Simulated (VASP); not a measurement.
## CO2: single point with PBE

CO2:

```xyz
12
Lattice="6.4379 0.0000 0.0000 0.0000 6.4379 0.0000 0.0000 0.0000 5.7066" Properties=species:S:1:pos:R:3 pbc="T T T"
C     0.0000    0.0000    0.0000
C     3.2190    0.0000    2.8533
C     3.2190    3.2190    0.0000
C     0.0000    3.2190    2.8533
O     0.7177    0.7177    0.6362
O     2.5012    5.7202    3.4895
O     3.9367    2.5012    5.0704
O     5.7202    3.9367    2.2171
O     5.7202    5.7202    5.0704
O     3.9367    0.7177    2.2171
O     2.5012    3.9367    0.6362
O     0.7177    2.5012    3.4895
```

This cell differs from its parent crystal: volume 19.710 Å^3 an atom, c/a of the conventional cell 0.8864.

```
Program                : VASP 6.6.1
Task                   : single point
Functional             : PBE
Potentials or basis    : VASP PAW PBE potentials, release 64 (C, O)
Cutoff                 : 520 eV
k mesh                 : 4 × 4 × 4
Occupations            : gaussian, width 0.05 eV
Spin                   : no spin polarisation
Dipole correction      : no
Further INCAR settings : ALGO = Normal; EDIFF = 1e-07; NBANDS = 44
```

| Quantity | Value |
| --- | --- |
| Pressure | -4.7 GPa |
| Largest force | 2.079 eV/Å |
| Band gap on the k mesh | 6.32 eV, direct |

Forces on the atoms (eV/Å):
```
C    0.000  0.000  0.000
C    0.000  0.000  0.000
C    0.000  0.000  0.000
C    0.000  0.000  0.000
O   -1.245 -1.257 -1.091
O    1.245  1.257 -1.091
O   -1.245  1.257  1.091
O    1.245 -1.257  1.091
O    1.245  1.257  1.091
O   -1.245 -1.257  1.091
O    1.245 -1.257 -1.091
O   -1.245  1.257 -1.091
```

Stress tensor (GPa, compression positive):
```
-5.21  0.00  0.00
 0.00 -5.15  0.00
 0.00  0.00 -3.85
```

Levels at points of the mesh, in eV from the valence-band top:
```
           k point  band 30  band 31  band 32  band 33  band 34  band 35
(0.00, 0.00, 0.00)    -0.14    -0.14     0.00     6.32     7.63     7.67
(0.50, 0.00, 0.00)    -0.21    -0.08    -0.08     7.46     7.46     7.60
(0.00, 0.50, 0.00)    -0.22    -0.10    -0.10     7.46     7.46     7.69
(0.50, 0.50, 0.00)    -0.22    -0.22    -0.22     7.65     7.65     7.65
(0.00, 0.00, 0.50)    -0.20    -0.14    -0.14     7.66     7.66     7.73
(0.50, 0.00, 0.50)    -0.18    -0.18    -0.18     7.63     7.63     7.63
(0.00, 0.50, 0.50)    -0.17    -0.17    -0.17     7.66     7.66     7.66
(0.50, 0.50, 0.50)    -0.16    -0.16    -0.16     7.67     7.67     7.67
```

Wall time 4.2 min on 1 thread of Oxide Virtual Turin-like Processor (shared host), peak memory 0.37 GiB.

Caveat: forces of over 1 eV/Å act on the atoms, so gaps and moduli don't describe the material at rest. A k mesh can miss the band edges.
